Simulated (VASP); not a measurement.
Here is a VASP 6.6.1 calculation.

POSCAR

```
Ni
1.0
    0.0000000000      1.7394161781      1.7394161781
    1.7394161781      0.0000000000      1.7394161781
    1.7394161781      1.7394161781      0.0000000000
Ni
1
Direct
    0.0000000000      0.0000000000      0.0000000000
```

Contents of INCAR.step1:

```
ALGO = Normal ; EDIFF = 1E-4
ENCUT = 520 ; GGA = PE
ISMEAR = 0 ; ISPIN = 2
LASPH = T ; LCHARG = F
LMAXMIX = 4 ; LREAL = F
LWAVE = T ; MAGMOM = 0.9
NBANDS = 15 ; NELM = 150
PREC = Accurate ; SIGMA = 0.05
```

File INCAR.step2:

```
ALGO = Normal ; EDIFF = 1E-6
ENCUT = 520 ; ISIF = 2
ISMEAR = 0 ; ISPIN = 2
ISTART = 1 ; LASPH = T
LCHARG = T ; LELF = T
LMAXMIX = 4 ; LMIXTAU = T
LORBIT = 11 ; LREAL = F
LVHAR = T ; LWAVE = F
MAGMOM = 0.9 ; METAGGA = R2SCAN
NBANDS = 15 ; NELM = 150
PREC = Accurate ; SIGMA = 0.05
```

The input KPOINTS:

```
k-points
0
Gamma
  20 20 20
```

Potentials or basis: VASP PAW PBE potentials, release 64 (Ni).

Launch:

```bash
$ cat potpaw_PBE.64/Ni/POTCAR > POTCAR
$ cp INCAR.step1 INCAR
$ mpirun -np 1 vasp_std > vasp.out
$ cp INCAR.step2 INCAR
$ mpirun -np 1 vasp_std > vasp.out
```

**Question.** Estimate the net moment.

**Answer.** 0.73 μB per cell.

**Question.** Estimate the site moments.

**Answer.** Ni +0.75 μB.

**Question.** Estimate the pressure.

**Answer.** 0.4 GPa.

Caveat: the PAW data sets were made with another functional, which shifts forces and pressure a little.
